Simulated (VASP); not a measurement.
Wanted: the native input for a VASP 6.6.1 run.

```
Task                   : single point
Functional             : PBE
Potentials or basis    : VASP PAW PBE potentials, release 64 (Sn_d, O)
Cutoff                 : 520 eV
k mesh                 : 12 × 12 × 12
Occupations            : fermi-dirac, width 0.08 eV
Spin                   : no spin polarisation
Dipole correction      : no
Further INCAR settings : ALGO = Normal; EDIFF = 1e-07; NBANDS = 20
```

The structure of SnO2 (fluorite type) lies in POSCAR:

```
SnO2
1.0
    0.0000000000      2.4643170921      2.4643170921
    2.4643170921      0.0000000000      2.4643170921
    2.4643170921      2.4643170921      0.0000000000
Sn O
1 2
Direct
    0.0000000000      0.0000000000      0.0000000000
    0.2500000000      0.2500000000      0.2500000000
    0.7500000000      0.7500000000      0.7500000000
```

One way to write it, as run:

INCAR

```
PREC = Accurate ; ENCUT = 520
EDIFF = 1E-7 ; ISMEAR = -1
SIGMA = 0.08 ; LREAL = F
LASPH = T ; NELM = 100
ALGO = Normal ; ISIF = 2
LWAVE = F ; LCHARG = F
GGA = PE ; NBANDS = 20
```

KPOINTS

```
Automatic mesh
0
Gamma
  12 12 12
```

Potentials or basis: VASP PAW PBE potentials, release 64 (Sn_d, O).

The run is started by

```bash
$ cat potpaw_PBE.64/Sn_d/POTCAR potpaw_PBE.64/O/POTCAR > POTCAR
$ mpirun -np 1 vasp_std > vasp.out
```

It gave:

```json
{
 "Pressure": "33.6 GPa",
 "Band gap on the k mesh": "1.15 eV, indirect (least direct gap 2.73 eV)"
}
```

Caveat: spin-orbit coupling is left out, which moves the levels of the heavy elements.

Wall time 26 s on 1 thread of Intel(R) Xeon(R) Platinum 8488C (Sapphire Rapids), on a shared host, peak memory 0.18 GiB.
